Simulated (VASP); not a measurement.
# MgS (Imm2) in VASP: notebook

MgS is run at these levels: PBEsol; tasks: single point.

Program: VASP 6.6.1. These are calculated values, not measurements. Logs are shortened: lines on timing, memory, paths and dates and some standing lists are left out, and cuts for length are marked.

### Step 1. The cell of the first run

Symmetry: Imm2, No. 44, orthorhombic system. The conventional cell has a = 3.679 Å, b = 5.203 Å, c = 3.679 Å, α = 90.00°, β = 90.00°, γ = 90.00°. Within 3.3 Å of Mg (site symmetry mm2) lie 6 S at 2.51 to 2.69 Å. Within 3.3 Å of S (site symmetry mm2) lie 6 Mg at 2.51 to 2.69 Å.

### Step 2. Single point, PBEsol

The input, INCAR:

```
PREC = Accurate
ENCUT = 520
EDIFF = 1E-7
ISMEAR = 0
SIGMA = 0.05
LREAL = False
LASPH = True
NELM = 80
ALGO = Normal
ISIF = 2
LWAVE = False
LCHARG = False
GGA = PS
NBANDS = 11
```

The input, KPOINTS:

```
Automatic mesh
0
Gamma
  8 8 8
```

The input, POSCAR:

```
MgS
1.0
    0.0000000000      2.6016500000      2.6016500000
    2.6016500000      0.0000000000      2.6016500000
    2.6016500000      2.6016500000      0.0000000000
Mg S
1 1
Direct
   -0.0339739579      0.0000000000      0.0000000000
    0.5000000000      0.5000000000      0.5000000000
```

Potentials or basis: VASP PAW PBE potentials, release 64 (Mg, S).

Started as:

```console
cat potpaw_PBE.64/Mg/POTCAR potpaw_PBE.64/S/POTCAR > POTCAR
mpirun -np 1 vasp_std > vasp.out
```

OUTCAR:

```text
PREC = Accurate
   ENCUT = 520
   EDIFF = 1E-7
   ISMEAR = 0
   LREAL = False
   LASPH = True
   NELM = 80
   ISIF = 2
   GGA = PS

 ion  position               nearest neighbor table
   1  0.966  0.000  0.000-   2 2.51   2 2.51   2 2.60   2 2.60   2 2.69   2 2.69
   2  0.500  0.500  0.500-   1 2.51   1 2.51   1 2.60   1 2.60   1 2.69   1 2.69

  LATTYP: Found a face centered cubic cell.
 ALAT       =     5.2033000000

  Lattice vectors:

 A1 = (   0.0000000000,   2.6016500000,   2.6016500000)
 A2 = (   2.6016500000,   0.0000000000,   2.6016500000)
 A3 = (   2.6016500000,   2.6016500000,   0.0000000000)

Analysis of symmetry for initial positions (statically):
=====================================================================
 Subroutine PRICEL returns:
 Original cell was already a primitive cell.

 Routine SETGRP: Setting up the symmetry group for a
 face centered cubic supercell.

 Subroutine GETGRP returns: Found  4 space group operations
 (whereof  4 operations were pure point group operations)
 out of a pool of 48 trial point group operations.

The static configuration has the point symmetry C_2v.

Analysis of symmetry for dynamics (positions and initial velocities):
=====================================================================
 Subroutine PRICEL returns:
 Original cell was already a primitive cell.

 Routine SETGRP: Setting up the symmetry group for a
 face centered cubic supercell.

 Subroutine GETGRP returns: Found  4 space group operations
 (whereof  4 operations were pure point group operations)
 out of a pool of 48 trial point group operations.

The dynamic configuration has the point symmetry C_2v.

 Subroutine INISYM returns: Found  4 space group operations
 (whereof  4 operations are pure point group operations),
 and found     1 'primitive' translations

----------------------------------------------------------------------------------------

                                     Primitive cell

  volume of cell :      35.2190

  direct lattice vectors                    reciprocal lattice vectors
     0.000000000  2.601650000  2.601650000    -0.192185728  0.192185728  0.192185728
     2.601650000  0.000000000  2.601650000     0.192185728 -0.192185728  0.192185728
     2.601650000  2.601650000  0.000000000     0.192185728  0.192185728 -0.192185728

  length of vectors
     3.679288715  3.679288715  3.679288715     0.332875446  0.332875446  0.332875446

  position of ions in fractional coordinates (direct lattice)
     0.966026042  0.000000000  0.000000000
     0.500000000  0.500000000  0.500000000

  ion indices of the primitive-cell ions
   primitive index   ion index
                 1           1
                 2           2

----------------------------------------------------------------------------------------

 KPOINTS: Automatic mesh

Automatic generation of k-mesh.
 Grid dimensions read from file:
 generate k-points for:    8    8    8

 Generating k-lattice:

  Cartesian coordinates                     Fractional coordinates (reciprocal lattice)
    -0.024023216  0.024023216  0.024023216     0.125000000  0.000000000  0.000000000
     0.024023216 -0.024023216  0.024023216     0.000000000  0.125000000  0.000000000
     0.024023216  0.024023216 -0.024023216     0.000000000  0.000000000  0.125000000

  Length of vectors
     0.041609431  0.041609431  0.041609431

  Shift w.r.t. Gamma in fractional coordinates (k-lattice)
     0.000000000  0.000000000  0.000000000

 Subroutine IBZKPT returns following result:
 ===========================================

 Found     95 irreducible k-points:

 Following reciprocal coordinates:
            Coordinates               Weight
  0.000000  0.000000  0.000000      1.000000
  0.125000  0.000000  0.000000      4.000000
  0.000000  0.125000  0.000000      4.000000
  0.250000  0.000000  0.000000      4.000000
  0.000000  0.250000  0.000000      4.000000
  0.375000  0.000000  0.000000      4.000000
[... 16 lines left out ...]
  0.375000 -0.125000 -0.125000      4.000000
 -0.375000  0.125000  0.000000      8.000000
 [... further k-points ...]
   k-points           NKPTS =     95   k-points in BZ     NKDIM =     95   number of bands    NBANDS=     11
   number of dos      NEDOS =    301   number of ions     NIONS =      2
   total plane-waves  NPLWV =  21952
   dimension x,y,z NGX =    28 NGY =   28 NGZ =   28
   dimension x,y,z NGXF=    56 NGYF=   56 NGZF=   56
   ions per type =               1   1
   NGX,Y,Z   is equivalent  to a cutoff of  12.65, 12.65, 12.65 a.u.
   NGXF,Y,Z  is equivalent  to a cutoff of  25.30, 25.30, 25.30 a.u.
 SYSTEM =  unknown system
   PREC   = accura    normal or accurate (medium, high low for compatibility)
   ISTART =      0    job   : 0-new  1-cont  2-samecut
   ICHARG =      2    charge: 1-file 2-atom 10-const
   ISPIN  =      1    spin polarized calculation?
   LNONCOLLINEAR =      F non collinear calculations
   LSORBIT =      F    spin-orbit coupling
   LASPH  =      T    aspherical Exc in radial PAW
   ENCUT  =  520.0 eV  38.22 Ry    6.18 a.u.   6.84  6.84  6.84*2*pi/ulx,y,z
   NELM   =     80;   NELMIN=  2; NELMDL= -5     # of ELM steps
   EDIFF  = 0.1E-06   stopping-criterion for ELM
   LREAL  =      F    real-space projection
   EDIFFG = 0.1E-05   stopping-criterion for IOM
   NSW    =      0    number of steps for IOM
   IBRION =     -1    ionic relax: 0-MD 1-quasi-New 2-CG
   NFREE  =      0    steps in history (QN), initial steepest desc. (CG)
   ISIF   =      2    stress and relaxation
   ISYM   =      2    0-nonsym 1-usesym 2-fastsym
   POTIM  = 0.5000    time-step for ionic-motion
   TEBEG  =    0.0;   TEEND  =   0.0 temperature during run
   PSTRESS=    0.0 pullay stress
   NELECT =       8.0000    total number of electrons
   NUPDOWN=      -1.0000    fix difference up-down
   EMIN   =  10.00;   EMAX   =-10.00  energy-range for DOS
   EFERMI =   0.00;   METHOD = LEGACY
   ISMEAR =     0;   SIGMA  =   0.05  broadening in eV -4-tet -1-fermi 0-gaus
   EFERMI_NEDOS =   21; number of points for ismear=-14 and -15
   IALGO  =     38    algorithm
   IMIX   =      4    mixing-type and parameters
     AMIX     =   0.40;   BMIX     =  1.00
     AMIX_MAG =   1.60;   BMIX_MAG =  1.00
  volume/ion in A,a.u.               =      17.61       118.83
  Fermi-wavevector in a.u.,A,eV,Ry     =   0.998878  1.887606 13.575323  0.997758
  Thomas-Fermi vector in A             =   2.131131
   LORBIT       =      0    0 simple, 1 ext, 2 COOP (PROOUT), +10 PAW based schemes
   GGA     = PS    functional components
   LHFCALC =     F    Hartree Fock is set to
   AEXX    =    0.0000 exact exchange contribution
   IVDW    =     0    specifies the selected vdW correction
   LEPSILON=     F    determine dielectric tensor
   LRPA    =     F    only Hartree local field effects (RPA)
 non-spin polarized calculation
 Gauss-broadening in eV      SIGMA  =   0.05
  energy-cutoff  :      520.00
  volume of cell :       35.22
 maximum number of plane-waves:       960
   NGX = 13   NGY = 13   NGZ = 13

 number of electron       8.0000000 magnetization

 Free energy of the ion-electron system (eV)
  ---------------------------------------------------
  ext. energy  EPLUGINS =         0.00000000
  ---------------------------------------------------
  free energy    TOTEN  =        -9.05126274 eV

  energy without entropy =       -9.05126274  energy(sigma->0) =       -9.05126274

 E-fermi :   3.9284     XC(G=0):  -9.8327

 val. band max:        3.6726776534   @ k =   0.0000   0.0000   0.0000
 cond. band min:       6.3802454084   @ k =   0.0000   0.5000   0.5000
 fundamental gap:      2.7075677550
 Fermi energy:         3.9284304158

 k-point     1 :       0.0000    0.0000    0.0000
  band No.  band energies     occupation
      1      -9.0130      2.00000
      2       3.6464      2.00000
      3       3.6724      2.00000
      4       3.6727      2.00000
      5       7.2623      0.00000
      6      11.5212      0.00000
      7      11.5224      0.00000
      8      11.5449      0.00000
      9      14.0063      0.00000
     10      14.0272      0.00000
     11      15.9406      0.00000

 k-point     2 :       0.1250    0.0000    0.0000
  band No.  band energies     occupation
      1      -8.8605      2.00000
      2       2.6038      2.00000
      3       3.5442      2.00000
      4       3.5710      2.00000
      5       8.0751      0.00000
      6      11.1936      0.00000
      7      11.7739      0.00000
      8      11.7785      0.00000
      9      13.3607      0.00000
     10      13.3631      0.00000
     11      16.2486      0.00000

 k-point     3 :       0.0000    0.1250    0.0000
  band No.  band energies     occupation
      1      -8.8604      2.00000
      2       2.5896      2.00000
      3       3.5615      2.00000
      4       3.5722      2.00000
      5       8.0682      0.00000
      6      11.1773      0.00000
      7      11.7794      0.00000
      8      11.8058      0.00000
      9      13.3404      0.00000
     10      13.3829      0.00000
     11      16.2117      0.00000

 k-point     4 :       0.2500    0.0000    0.0000
  band No.  band energies     occupation
      1      -8.4477      2.00000
      2       0.8272      2.00000
      3       3.3217      2.00000
      4       3.3483      2.00000
      5       8.5073      0.00000
      6      11.4047      0.00000
      7      11.4227      0.00000
      8      11.8712      0.00000
      9      13.8988      0.00000
     10      13.9121      0.00000
     11      15.4497      0.00000
[... 239 lines left out ...]
 k-point    22 :       0.1250    0.0000    0.5000
  band No.  band energies     occupation
      1      -7.6443      2.00000
      2      -0.9829      2.00000
      3       2.4209      2.00000
      4       2.8681      2.00000
      5       8.7065      0.00000
      6       9.9097      0.00000
      7      11.1028      0.00000
      8      13.6203      0.00000
      9      15.5614      0.00000
     10      17.3947      0.00000
     11      18.0393      0.00000

 k-point    23 :       0.3750   -0.1250   -0.1250
  band No.  band energies     occupation
      1      -7.6457      2.00000
      2      -0.9729      2.00000
      3       2.4220      2.00000
      4       2.8496      2.00000
      5       8.7201      0.00000
      6       9.9048      0.00000
      7      11.0910      0.00000
      8      13.5959      0.00000
      9      15.5929      0.00000
     10      17.3976      0.00000
     11      18.0398      0.00000

 k-point    24 :      -0.3750    0.1250    0.0000
  band No.  band energies     occupation
      1      -7.7293      2.00000
      2      -0.7850      2.00000
      3       2.2797      2.00000
      4       3.0507      2.00000
      5       8.8868      0.00000
      6      10.0806      0.00000
      7      10.9390      0.00000
      8      13.4218      0.00000
      9      15.5891      0.00000
     10      16.0282      0.00000
     11      18.2996      0.00000

 [... further k-points ...]
[... 5 lines left out ...]
  --------------------------------------------------------------------------------------
  -------------------------------------------------------------------------------------
  Total       -0.2760632     -0.0664631     -0.0664631      0.0000000     -0.0265063      0.0000000
  in kB      -12.5586377     -3.0235314     -3.0235314      0.0000000     -1.2058224      0.0000000
  external PRESSURE =      -6.2019002 kB  Pullay stress =       0.0000000 kB

 VOLUME and BASIS-vectors are now :
 -----------------------------------------------------------------------------
  energy-cutoff  :      520.00
  volume of cell :       35.22
      direct lattice vectors                 reciprocal lattice vectors
     0.000000000  2.601650000  2.601650000    -0.192185728  0.192185728  0.192185728
     2.601650000  0.000000000  2.601650000     0.192185728 -0.192185728  0.192185728
     2.601650000  2.601650000  0.000000000     0.192185728  0.192185728 -0.192185728

 POSITION                                       TOTAL-FORCE (eV/Angst)
 -----------------------------------------------------------------------------------
      0.00000      2.51326      2.51326        -0.000000      0.252975      0.252975
      2.60165      2.60165      2.60165         0.000000     -0.252975     -0.252975
 -----------------------------------------------------------------------------------
    total drift:                                0.000000      0.000043      0.000043

  FREE ENERGIE OF THE ION-ELECTRON SYSTEM (eV)
  ---------------------------------------------------
  free  energy   TOTEN  =        -9.0512627433 eV

  energy  without entropy=       -9.0512627433  energy(sigma->0) =       -9.05126274
```

Run time: 34 s. Hardware: 1 thread of Intel Xeon 6975P-C, shared host; peak memory 0.18 GiB.

Results:

| Property | Result |
| --- | --- |
| Free energy | -9.0513 eV |
| Pressure | -0.6 GPa |
| Largest force | 0.358 eV/Å |
| Band gap on the k mesh | 2.71 eV, indirect (least direct gap 3.59 eV) |

Forces in eV/Å, atoms in the order of the input:
```
Mg   0.000  0.253  0.253
S    0.000 -0.253 -0.253
```

Stress tensor (GPa, compression positive):
```
-1.26  0.00  0.00
 0.00 -0.30 -0.12
 0.00 -0.12 -0.30
```

Caveat: the cell differs from its parent crystal (all Mg atoms moved +0.125 Å, as atom 1 towards its neighbour atom 1 (Mg) at 3.679 Å); the PAW data sets were made with another functional, which shifts forces and pressure a little. A k mesh can miss the band edges.

### Step 3. Single point, PBEsol

The input, INCAR:

```
SYSTEM = MgS
  PREC = Accurate
  ENCUT = 520
  EDIFF = 1E-6
  ISMEAR = 0
  SIGMA = 0.05
  LREAL = .FALSE.
  LASPH = .TRUE.
  NELM = 80
  ALGO = Normal
  ISIF = 2
  LWAVE = .FALSE.
  LCHARG = .TRUE.
  GGA = PS
  LELF = .TRUE.
  LVHAR = .TRUE.
  NBANDS = 11
```

The input, KPOINTS:

```
regular mesh
0
G
  8 8 8
  0 0 0
```

POSCAR: that of step 2 with these lines changed.

```diff
@@ -8,3 +8,3 @@
 Direct
-   -0.0339739579      0.0000000000      0.0000000000
+   -0.0169869790      0.0000000000      0.0000000000
     0.5000000000      0.5000000000      0.5000000000
```

Potentials or basis: VASP PAW PBE potentials, release 64 (Mg, S).

Started as:

```console
cat potpaw_PBE.64/Mg/POTCAR potpaw_PBE.64/S/POTCAR > POTCAR
mpirun -np 1 vasp_std > vasp.out
```

It took 30 s on 1 thread of Intel Xeon 6975P-C, shared host; peak memory 0.18 GiB.

The run converged. Its results:

| Item | Value |
| --- | --- |
| Free energy | -9.0679 eV |
| Pressure | -1.0 GPa |
| Largest force | 0.176 eV/Å |
| Band gap on the k mesh | 2.70 eV, indirect (least direct gap 3.59 eV) |

Forces on the atoms (eV/Å):
```
Mg   0.000  0.124  0.124
S    0.000 -0.124 -0.124
```

Stress tensor (GPa, compression positive):
```
-1.18  0.00  0.00
 0.00 -0.94 -0.03
 0.00 -0.03 -0.94
```

Levels at points of the mesh, in eV from the valence-band top:
| k point | band 1 | band 2 | band 3 | band 4 | band 5 | band 6 | band 7 | band 8 |
| --- | --- | --- | --- | --- | --- | --- | --- | --- |
| (0.00, 0.00, 0.00) | -12.68 | -0.01 | 0.00 | 0.00 | 3.59 | 7.85 | 7.85 | 7.86 |
| (0.50, 0.00, 0.00) | -11.36 | -4.89 | -0.60 | -0.60 | 4.40 | 6.83 | 6.83 | 10.06 |
| (0.00, 0.50, 0.00) | -11.36 | -4.89 | -0.60 | -0.60 | 4.40 | 6.83 | 6.83 | 10.06 |
| (0.50, 0.50, 0.00) | -10.98 | -4.26 | -1.71 | -1.71 | 2.71 | 4.24 | 11.87 | 12.82 |
| (0.00, 0.50, 0.50) | -10.98 | -4.26 | -1.71 | -1.71 | 2.70 | 4.24 | 11.87 | 12.82 |

Caveat: the cell differs from its parent crystal (all Mg atoms moved +0.062 Å, as atom 1 towards its neighbour atom 1 (Mg) at 3.679 Å); the PAW data sets were made with another functional, which shifts forces and pressure a little.
